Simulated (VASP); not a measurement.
# WC (P-6m2) in VASP: notebook, part 2 of 2

VASP 6.6.1. Earlier steps stand in the parts before.

## 4. Electric field gradients, PBEsol (9.69 Å³/atom)

This run uses another cell than the first one, of 9.69 Å³/atom.

Input file INCAR:

```
SYSTEM = WC
PREC = Accurate ; ENCUT = 520
EDIFF = 1E-8 ; ISMEAR = -1
SIGMA = 0.05 ; LREAL = .False.
LASPH = .True. ; NELM = 80
ALGO = Normal ; ISIF = 2
LWAVE = .False. ; LCHARG = .False.
GGA = PS ; LEFG = .True.
NBANDS = 16
```

Input file KPOINTS:

```
regular mesh
0
Gamma
  14 14 13
  0 0 0
```

Input file POSCAR:

```
WC
1.0
    2.8412909150      0.0000000000      0.0000000000
   -1.4206454575      2.4606301120      0.0000000000
    0.0000000000      0.0000000000      2.7712491016
W C
1 1
Direct
    0.0000000000      0.0000000000      0.0000000000
    0.6666666667      0.3333333333      0.5000000000
```

Potentials or basis: VASP PAW PBE potentials, release 64 (W_sv, C).

On the command line:

```sh
$ cat potpaw_PBE.64/W_sv/POTCAR potpaw_PBE.64/C/POTCAR > POTCAR
$ mpirun -np 1 vasp_std > vasp.out
```

OUTCAR:

```text
SYSTEM = WC
   PREC = Accurate
   ENCUT = 520
   EDIFF = 1E-8
   ISMEAR = -1
   LREAL = .False.
   LASPH = .True.
   NELM = 80
   ISIF = 2
   GGA = PS

 ion  position               nearest neighbor table
   1  0.000  0.000  0.000-   2 2.15   2 2.15   2 2.15   2 2.15   2 2.15   2 2.15
   2  0.667  0.333  0.500-   1 2.15   1 2.15   1 2.15   1 2.15   1 2.15   1 2.15

  LATTYP: Found a hexagonal cell.
 ALAT       =     2.8412909150
 C/A-ratio  =     0.9753485949

  Lattice vectors:

 A1 = (   2.8412909150,   0.0000000000,   0.0000000000)
 A2 = (  -1.4206454575,   2.4606301120,   0.0000000000)
 A3 = (   0.0000000000,   0.0000000000,   2.7712491016)

Analysis of symmetry for initial positions (statically):
=====================================================================
 Subroutine PRICEL returns:
 Original cell was already a primitive cell.

 Routine SETGRP: Setting up the symmetry group for a
 hexagonal supercell.
[... 645 lines left out ...]
  volume of cell :       19.37
      direct lattice vectors                 reciprocal lattice vectors
     2.841290915  0.000000000  0.000000000     0.351952697  0.203199984  0.000000000
    -1.420645458  2.460630112  0.000000000     0.000000000  0.406399968  0.000000000
     0.000000000  0.000000000  2.771249102     0.000000000  0.000000000  0.360848110

 POSITION                                       TOTAL-FORCE (eV/Angst)
 -----------------------------------------------------------------------------------
      0.00000      0.00000      0.00000        -0.000000      0.000000      0.000000
      1.42065      0.82021      1.38562         0.000000      0.000000      0.000000
 -----------------------------------------------------------------------------------
    total drift:                               -0.000000      0.000000      0.000000

  FREE ENERGIE OF THE ION-ELECTRON SYSTEM (eV)
  ---------------------------------------------------
  free  energy   TOTEN  =       -23.7894795105 eV

  energy  without entropy=      -23.7866586534  energy(sigma->0) =      -23.78806908

 Electric field gradients (V/A^2)
---------------------------------------------------------------------
 ion       V_xx      V_yy      V_zz      V_xy      V_xz      V_yz
---------------------------------------------------------------------
   1      84.500    84.500  -169.000    -0.000    -0.000    -0.000
   2      -0.084    -0.084     0.168     0.000     0.000     0.000
---------------------------------------------------------------------

 Electric field gradients after diagonalization (V/A^2)
 (convention: |V_zz| > |V_xx| > |V_yy|)
----------------------------------------------------------------------
 ion       V_xx      V_yy      V_zz     asymmetry (V_yy - V_xx)/ V_zz
----------------------------------------------------------------------
   1      84.500    84.500  -169.000       0.000
   2      -0.084    -0.084     0.168       0.003
----------------------------------------------------------------------

           NMR quadrupolar parameters

 Cq : quadrupolar parameter    Cq=e*Q*V_zz/h
 eta: asymmetry parameters     (V_yy - V_xx)/ V_zz
 Q  : nuclear electric quadrupole moment in mb (millibarn)
----------------------------------------------------------------------
 ion       Cq(MHz)       eta       Q (mb)
----------------------------------------------------------------------
   1      -0.409       0.000       1.000
   2       0.000       0.003       1.000
----------------------------------------------------------------------
```

Run time: 35 s. Hardware: 1 thread of Intel Xeon Platinum 8259CL at 2.50GHz (Skylake/Cascade Lake), shared host; peak memory 0.18 GiB.

Results:

```yaml
Free_energy: -23.7895 eV
Pressure: 29.7 GPa
Band_gap_on_the_k_mesh: zero (bands 9 and 10 overlap by 1.45 eV)
Largest_electric_field_gradient_by_atom: W -169.0; C +0.2 V/Å²
```

Levels at points of the mesh, in eV from the Fermi level:
```csv
k point,band 7,band 8,band 9,band 10,band 11,band 12
"(0.00, 0.00, 0.00)",-3.65,-3.65,0.13,3.54,3.54,6.03
"(0.50, 0.00, 0.00)",-3.94,-3.94,-0.49,2.54,4.95,5.37
```

Electric field gradients, principal values (V/Å²):
```
atom   least  middle  greatest (by size)
 1 W  84.500  84.500            -169.000
 2 C  -0.084  -0.084               0.168
```

Caveat: the cell stands under pressure; without QUAD_EFG the Cq values of the log hold for a quadrupole moment of 1 mb, not for the nuclei; the PAW data sets were made with another functional, which shifts forces and pressure a little; spin-orbit coupling is left out, which moves the levels of the heavy elements.

## 5. Electric field gradients, PBEsol (9.69 Å³/atom)

This run uses another cell than the first one, of 9.69 Å³/atom.

Input file INCAR:

```
  PREC = Accurate
  ENCUT = 520
  EDIFF = 1E-8
  ISMEAR = -1
  SIGMA = 0.05
  LREAL = F
  LASPH = T
  NELM = 80
  ALGO = Normal
  ISIF = 2
  LWAVE = F
  LCHARG = F
  GGA = PS
  LEFG = T
  NBANDS = 16
```

Input file KPOINTS:

```
regular mesh
0
Gamma
  14 14 13
```

POSCAR is that of step 4.

Potentials or basis: VASP PAW PBE potentials, release 64 (W_sv, C).

On the command line:

```sh
$ cat potpaw_PBE.64/W_sv/POTCAR potpaw_PBE.64/C/POTCAR > POTCAR
$ mpirun -np 1 vasp_std > vasp.out
```

OUTCAR:

```text
PREC = Accurate
   ENCUT = 520
   EDIFF = 1E-8
   ISMEAR = -1
   LREAL = F
   LASPH = T
   NELM = 80
   ISIF = 2
   GGA = PS

 ion  position               nearest neighbor table
   1  0.000  0.000  0.000-   2 2.15   2 2.15   2 2.15   2 2.15   2 2.15   2 2.15
   2  0.667  0.333  0.500-   1 2.15   1 2.15   1 2.15   1 2.15   1 2.15   1 2.15

  LATTYP: Found a hexagonal cell.
 ALAT       =     2.8412909150
 C/A-ratio  =     0.9753485949

  Lattice vectors:

 A1 = (   2.8412909150,   0.0000000000,   0.0000000000)
 A2 = (  -1.4206454575,   2.4606301120,   0.0000000000)
 A3 = (   0.0000000000,   0.0000000000,   2.7712491016)

Analysis of symmetry for initial positions (statically):
=====================================================================
 Subroutine PRICEL returns:
 Original cell was already a primitive cell.

 Routine SETGRP: Setting up the symmetry group for a
[... 645 lines left out ...]
  energy-cutoff  :      520.00
  volume of cell :       19.37
      direct lattice vectors                 reciprocal lattice vectors
     2.841290915  0.000000000  0.000000000     0.351952697  0.203199984  0.000000000
    -1.420645458  2.460630112  0.000000000     0.000000000  0.406399968  0.000000000
     0.000000000  0.000000000  2.771249102     0.000000000  0.000000000  0.360848110

 POSITION                                       TOTAL-FORCE (eV/Angst)
 -----------------------------------------------------------------------------------
      0.00000      0.00000      0.00000        -0.000000      0.000000      0.000000
      1.42065      0.82021      1.38562         0.000000      0.000000      0.000000
 -----------------------------------------------------------------------------------
    total drift:                               -0.000000      0.000000      0.000000

  FREE ENERGIE OF THE ION-ELECTRON SYSTEM (eV)
  ---------------------------------------------------
  free  energy   TOTEN  =       -23.7894795105 eV

  energy  without entropy=      -23.7866586534  energy(sigma->0) =      -23.78806908

 Electric field gradients (V/A^2)
---------------------------------------------------------------------
 ion       V_xx      V_yy      V_zz      V_xy      V_xz      V_yz
---------------------------------------------------------------------
   1      84.500    84.500  -169.000    -0.000    -0.000    -0.000
   2      -0.084    -0.084     0.168     0.000     0.000     0.000
---------------------------------------------------------------------

 Electric field gradients after diagonalization (V/A^2)
 (convention: |V_zz| > |V_xx| > |V_yy|)
----------------------------------------------------------------------
 ion       V_xx      V_yy      V_zz     asymmetry (V_yy - V_xx)/ V_zz
----------------------------------------------------------------------
   1      84.500    84.500  -169.000       0.000
   2      -0.084    -0.084     0.168       0.003
----------------------------------------------------------------------

           NMR quadrupolar parameters

 Cq : quadrupolar parameter    Cq=e*Q*V_zz/h
 eta: asymmetry parameters     (V_yy - V_xx)/ V_zz
 Q  : nuclear electric quadrupole moment in mb (millibarn)
----------------------------------------------------------------------
 ion       Cq(MHz)       eta       Q (mb)
----------------------------------------------------------------------
   1      -0.409       0.000       1.000
   2       0.000       0.003       1.000
----------------------------------------------------------------------
```

OSZICAR:

```text
N       E                     dE             d eps       ncg     rms          rms(c)
DAV:   1     0.109057245288E+03    0.10906E+03   -0.93617E+03  5384   0.127E+03
DAV:   2    -0.235298637863E+02   -0.13259E+03   -0.12817E+03  6384   0.340E+02
DAV:   3    -0.266706599135E+02   -0.31408E+01   -0.31310E+01  5968   0.498E+01
DAV:   4    -0.266858261147E+02   -0.15166E-01   -0.15166E-01  7008   0.386E+00
DAV:   5    -0.266859276119E+02   -0.10150E-03   -0.10150E-03  5992   0.299E-01    0.380E+01
DAV:   6    -0.238717405940E+02    0.28142E+01   -0.50577E+00  6552   0.248E+01    0.114E+01
DAV:   7    -0.238208453995E+02    0.50895E-01   -0.33105E-01  5528   0.445E+00    0.719E+00
DAV:   8    -0.237904860003E+02    0.30359E-01   -0.44428E-02  6192   0.164E+00    0.102E+00
DAV:   9    -0.237895699006E+02    0.91610E-03   -0.24667E-03  5968   0.341E-01    0.978E-02
DAV:  10    -0.237894824830E+02    0.87418E-04   -0.24984E-04  6440   0.187E-01    0.479E-02
DAV:  11    -0.237894801237E+02    0.23593E-05   -0.13918E-05  6248   0.357E-02    0.687E-03
DAV:  12    -0.237894795633E+02    0.56039E-06   -0.18189E-06  6064   0.112E-02    0.875E-04
DAV:  13    -0.237894795314E+02    0.31929E-07   -0.69605E-08  6280   0.227E-03    0.318E-04
DAV:  14    -0.237894795117E+02    0.19754E-07   -0.10448E-09  3560   0.317E-04    0.653E-05
DAV:  15    -0.237894795105E+02    0.11146E-08   -0.76025E-11  2928   0.997E-05
   1 F= -.23789480E+02 E0= -.23788069E+02  d E =-.282086E-02
```

stdout:

```text
POSCAR found type information on POSCAR W C
 POSCAR found :  2 types and       2 ions
 scaLAPACK will be used
 -----------------------------------------------------------------------------
|                                                                             |
|                                                                             |
|     You enforced a specific xc type in the INCAR file but a different       |
|     I HOPE YOU KNOW WHAT YOU ARE DOING!                                     |
|                                                                             |
 -----------------------------------------------------------------------------

 LDA part: xc-table for (Slater+PW92), standard interpolation
 POSCAR, INCAR and KPOINTS ok, starting setup
 FFT: planning ... GRIDC
 FFT: planning ... GRID_SOFT
 FFT: planning ... GRID
 WAVECAR not read
 entering main loop
ion   1

ion   2
```

Wall time 43 s (1 thread of Intel Xeon Platinum 8259CL at 2.50GHz (Skylake/Cascade Lake), shared host); peak memory 0.18 GiB.

What came out:

* Free energy: -23.7895 eV
* Pressure: 29.7 GPa
* Band gap on the k mesh: zero (bands 9 and 10 overlap by 1.45 eV)
* Largest electric field gradient by atom: W -169.0; C +0.2 V/Å²

Stress tensor (GPa, compression positive):
```
28.02  0.00  0.00
 0.00 28.02  0.00
 0.00  0.00 33.00
```

Levels at points of the mesh, in eV from the Fermi level:
```csv
k point,band 6,band 7,band 8,band 9,band 10,band 11,band 12,band 13
"(0.00, 0.00, 0.00)",-4.76,-3.65,-3.65,0.13,3.54,3.54,6.03,6.03
"(0.50, 0.00, 0.00)",-7.37,-3.94,-3.94,-0.49,2.54,4.95,5.37,7.28
```

Electric field gradients, principal values (V/Å²):
```
atom   least  middle  greatest (by size)
 1 W  84.500  84.500            -169.000
 2 C  -0.084  -0.084               0.168
```

Caveat: the cell stands under pressure; without QUAD_EFG the Cq values of the log hold for a quadrupole moment of 1 mb, not for the nuclei; the PAW data sets were made with another functional, which shifts forces and pressure a little; spin-orbit coupling is left out, which moves the levels of the heavy elements.

## 6. Single point, PBEsol

This run uses another cell than the first one, of 10.31 Å³/atom.

Input file POSCAR:

```
WC
1.0
    2.9005014360      0.0000000000      0.0000000000
   -1.4502507180      2.5119079273      0.0000000000
    0.0000000000      0.0000000000      2.8290000000
W C
1 1
Direct
    0.0000000000      0.0000000000      0.0000000000
    0.6666666667      0.3333333333      0.5000000000
```

Input file INCAR.step1:

```
ALGO = Normal
EDIFF = 1E-7
ENCUT = 520
GGA = PS
ISIF = 2
ISMEAR = -1
LASPH = T
LCHARG = T
LMAXMIX = 4
LREAL = F
LWAVE = F
NBANDS = 16
NELM = 80
PREC = Accurate
SIGMA = 0.05
```

Input file KPOINTS.step1:

```
k-points
0
Gamma
  14 14 13
```

Input file INCAR.step2:

```
ALGO = Normal
EDIFF = 1E-7
ENCUT = 520
GGA = PS
ICHARG = 11
ISIF = 2
ISMEAR = -5
LASPH = T
LCHARG = F
LMAXMIX = 4
LORBIT = 11
LREAL = F
LWAVE = F
NEDOS = 2001
NELM = 80
PREC = Accurate
SIGMA = 0.05
```

Input file KPOINTS.step2:

```
k-points
0
Gamma
  21 21 20
```

Potentials or basis: VASP PAW PBE potentials, release 64 (W_sv, C).

On the command line:

```sh
$ cat potpaw_PBE.64/W_sv/POTCAR potpaw_PBE.64/C/POTCAR > POTCAR
$ cp INCAR.step1 INCAR
$ cp KPOINTS.step1 KPOINTS
$ mpirun -np 1 vasp_std > vasp.out
$ cp INCAR.step2 INCAR
$ cp KPOINTS.step2 KPOINTS
$ mpirun -np 1 vasp_std > vasp.out
```

Run time: 2 min. Hardware: 1 thread of Intel Xeon 8259CL, shared host; peak memory 0.28 GiB.

The run converged. Its results:

* Valence electrons inside the program's atomic spheres: W 12.22; C 2.42

Levels at points of the mesh, in eV from the Fermi level:
| k point | band 6 | band 7 | band 8 | band 9 | band 10 | band 11 | band 12 | band 13 |
| --- | --- | --- | --- | --- | --- | --- | --- | --- |
| (0.00, 0.00, 0.00) | -4.34 | -3.34 | -3.34 | 0.15 | 3.28 | 3.28 | 5.72 | 5.72 |
| (0.00, 0.00, 0.50) | -8.69 | -2.01 | -2.01 | -0.58 | -0.58 | 3.76 | 4.57 | 4.57 |

Caveat: the PAW data sets were made with another functional, which shifts forces and pressure a little; spin-orbit coupling is left out, which moves the levels of the heavy elements; tetrahedron occupations give inexact forces and stress in metals.

## 7. The runs side by side

```tsv
task	potentials or basis	cell	cutoff (eV)	k mesh for the DOS	occupations for the DOS	gap on the mesh (eV)	pressure (GPa)
electric field gradients	VASP PAW PBE potentials, release 64 (W_sv, C_h)	a = 2.891, b = 2.891, c = 2.820 Å, angles 90.0, 90.0, 120.0°, 2 atoms	910	-	-	none	4.7
electric field gradients	VASP PAW PBE potentials, release 64 (W_sv, C_h)	a = 2.939, b = 2.939, c = 2.866 Å, angles 90.0, 90.0, 120.0°, 2 atoms	910	-	-	none	-14.5
electric field gradients	VASP PAW PBE potentials, release 64 (W_sv, C)	a = 2.841, b = 2.841, c = 2.771 Å, angles 90.0, 90.0, 120.0°, 2 atoms	520	-	-	none	29.7
single point	VASP PAW PBE potentials, release 64 (W_sv, C)	a = 2.901, b = 2.901, c = 2.829 Å, angles 90.0, 90.0, 120.0°, 2 atoms	520	21 × 21 × 20	tetrahedron	-	-
```

Alike in all rows: level PBEsol; no spin polarisation; k mesh 14 × 14 × 13; smearing fermi-dirac 0.05 eV.

Caveats: the PAW data sets were made with another functional, which shifts forces and pressure a little; spin-orbit coupling is left out, which moves the levels of the heavy elements; the cutoff is under 1.25 times the usual one of these potentials, so pressure, stress and relaxed cells hold a basis-set (Pulay) error (at least some runs); the cell stands under pressure (at least some runs); the cell stands under tension (at least some runs); tetrahedron occupations give inexact forces and stress in metals (at least some runs).

Total energies depend on the potentials used, so only differences within one code and one set of settings carry meaning.
